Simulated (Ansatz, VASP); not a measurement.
## CuO: VASP beside Ansatz

Contents of INCAR:

```
PREC = Accurate
ENCUT = 520
EDIFF = 1E-6
ISMEAR = 0
SIGMA = 0.15
LREAL = F
LASPH = T
NELM = 80
ALGO = Normal
ISIF = 2
LWAVE = F
LCHARG = T
GGA = PE
LELF = T
LVHAR = T
NBANDS = 25
```

File KPOINTS:

```
Automatic mesh
0
Gamma
  16 16 10
```

Contents of POSCAR:

```
CuO
1.0
    2.0821496890     -2.0879424390      0.0000000000
    2.0821496890      2.0879424390      0.0000000000
    0.0000000000      0.0000000000      5.1512621043
Cu O
2 2
Direct
    0.0000000000      0.5000000000      0.0000000000
    0.5000000000      0.0000000000      0.5000000000
    0.5510830666      0.5000000000      0.2755415333
    0.5000000000      0.5000000000      0.7500000000
```

Input for Ansatz:

```yaml
crystal:
  lattice:
    - [2.082149689, -2.087942439, 0.0]
    - [2.082149689, 2.087942439, 0.0]
    - [0.0, 0.0, 5.1512621043]
  atoms:
    - { symbol: Cu, position: [0.0, 0.5, 0.0] }
    - { symbol: Cu, position: [0.5, 0.0, 0.5] }
    - { symbol: O, position: [0.5510830666, 0.5, 0.2755415333] }
    - { symbol: O, position: [0.5, 0.5, 0.75] }
basis:
  ecutwfc: 420
kpoints:
  mp_grid: { grid: [16, 16, 10] }
hamiltonian:
  xc: pbe
scf:
  occupations: { method: gaussian, width: 0.15 }
output:
  forces: true
  stress: true
  eigenvalues: true
```

Alike in both runs: task single point; functional PBE; k mesh 16 × 16 × 10; occupations gaussian, width 0.15 eV; no spin polarisation.

|  | VASP | Ansatz |
| --- | --- | --- |
| version | VASP 6.6.1 | Ansatz 0.2.0 |
| potentials or method | VASP PAW PBE potentials, release 64 (Cu, O), cutoff 520 eV | scalar-relativistic, plane waves, PAW |
| valence electrons in the cell | 34 | 50 |

|  | VASP | Ansatz | Ansatz less VASP |
| --- | --- | --- | --- |
| gap on the k mesh at the Fermi level (eV) | none | none | - |
| pressure (GPa) | 2.2 | 1.5 | -0.67 |
| traceless stress, the component that is largest in VASP (GPa) | 1.64 | 1.42 | -0.218 |
| rms of the force components (eV/Å) | 0.597 | 0.581 | -0.0162 |

Atom by atom the forces differ by 0.018 eV/Å (rms over components). A gap of «none» marks a metal or a gap that the smearing closes. VASP's potentials hold 34 valence electrons a cell and Ansatz's 50, so a difference there can come from the potentials and not from the codes.
